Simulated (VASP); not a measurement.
Here is a VASP 6.6.1 calculation.

File INCAR:

```
SYSTEM = Au
PREC = Accurate ; ENCUT = 500
EDIFF = 1E-7 ; ISMEAR = -1
SIGMA = 0.1 ; LREAL = .FALSE.
LASPH = .TRUE. ; NELM = 120
ALGO = Normal ; ISIF = 3
LWAVE = .FALSE. ; LCHARG = .FALSE.
GGA = PE ; IBRION = 2
NSW = 80 ; EDIFFG = -0.02
GGA_COMPAT = .FALSE. ; NELMIN = 4
```

The input KPOINTS:

```
regular mesh
0
G
  11 11 11
  0 0 0
```

The input POSCAR:

```
Au
1.0
    0.0000000000      2.0350000000      2.0350000000
    2.0350000000      0.0000000000      2.0350000000
    2.0350000000      2.0350000000      0.0000000000
Au
1
Direct
    0.0000000000      0.0000000000      0.0000000000
```

Potentials or basis: VASP PAW PBE potentials, release 64 (Au).

Command:

```console
$ cat potpaw_PBE.64/Au/POTCAR > POTCAR
$ mpirun -np 1 vasp_std > vasp.out
```

Q: Predict the relaxed volume.

A: 17.94 Å³/atom.

Q: What does it give for the band gap on the k mesh?

A: Zero (an odd number of electrons rules out a gap without spin polarisation).

Q: What does it give for the space group after relaxing (to 0.1 Å)?

A: Fm-3m (No. 225).

Step by step:
```
step  energy change (eV)  largest force (eV/Å)  pressure (GPa)  volume (Å³)
   1              0.0000                0.0000           10.40        16.85
   2              0.0261                0.0000           -9.73        19.67
   3             -0.0325                0.0000           -0.20        17.96
   4             -0.0325                0.0000           -0.03        17.94
```

Caveat: spin-orbit coupling is left out, which moves the levels of the heavy elements. PBE usually gives volumes a little too large and moduli too small.
